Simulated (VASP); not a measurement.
Crystal: TiPd (CsCl type).

```
CELL_PARAMETERS angstrom
3.18000 0.00000 0.00000
0.00000 3.18000 0.00000
0.00000 0.00000 3.18000
ATOMIC_POSITIONS crystal
Ti 0.00000 0.00000 0.00000
Pd 0.50000 0.50000 0.50000
```

| Item | Value |
| --- | --- |
| Program | VASP 6.6.1 |
| Task | relaxation of cell and atoms |
| Functional | r2SCAN |
| Potentials or basis | VASP PAW PBE potentials, release 64 (Ti_sv, Pd) |
| Cutoff | 600 eV |
| k mesh | 14 × 14 × 14 |
| Occupations | fermi-dirac, width 0.05 eV |
| Spin | no spin polarisation |

At the start: pressure -3.1 GPa; volume 16.08 Å³/atom.

Q: How do energy, volume and symmetry change on relaxing?

A: Over 3 steps the energy falls by 3.1 meV/atom and the volume is 15.77 Å³/atom (-1.9 %); space group Pm-3m (No. 221, to 0.1 Å) before and after.

The path:
```tsv
step	energy change (eV)	largest force (eV/Å)	pressure (GPa)	volume (Å³)
1	0.0000	0.0000	-3.12	32.16
2	0.0051	0.0000	4.58	30.72
3	-0.0062	0.0000	-0.01	31.53
```

Final structure:
```xyz
2
Lattice="3.1593 0.0000 0.0000 0.0000 3.1593 0.0000 0.0000 0.0000 3.1593" Properties=species:S:1:pos:R:3 pbc="T T T"
Ti    0.0000    0.0000    0.0000
Pd    1.5797    1.5797    1.5797
```

Caveat: the PAW data sets were made with another functional, which shifts forces and pressure a little.
